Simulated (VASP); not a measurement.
A run of VASP 6.6.1 is set up as follows.

Contents of INCAR:

```
PREC = Accurate ; ENCUT = 600
EDIFF = 1E-6 ; ISMEAR = 0
SIGMA = 0.02 ; LREAL = F
LASPH = T ; NELM = 120
ALGO = Normal ; ISIF = 2
LWAVE = F ; LCHARG = F
GGA = PS ; NBANDS = 16
GGA_COMPAT = F
```

KPOINTS

```
regular mesh
0
Gamma
  8 8 6
```

POSCAR

```
MgO
1.0
    2.9804863305      0.0000000000      0.0000000000
    0.0000000000      2.9804863305      0.0000000000
    0.0000000000      0.0000000000      4.2150442145
Mg O
2 2
Direct
    0.0000000000      0.0000000000      0.0000000000
    0.5000000000      0.5000000000      0.5000000000
    0.5000000000      0.5000000000      0.0000000000
    0.0000000000      1.0000000000      0.5000000000
```

Potentials or basis: VASP PAW PBE potentials, release 64 (Mg, O).

Command:

```bash
$ cat potpaw_PBE.64/Mg/POTCAR potpaw_PBE.64/O/POTCAR > POTCAR
$ mpirun -np 1 vasp_std > vasp.out
```

(1) Estimate the band gap on the k mesh.

(2) Predict the pressure.

Answers

(1) 4.62 eV.

(2) -0.8 GPa.

Caveat: the PAW data sets were made with another functional, which shifts forces and pressure a little.
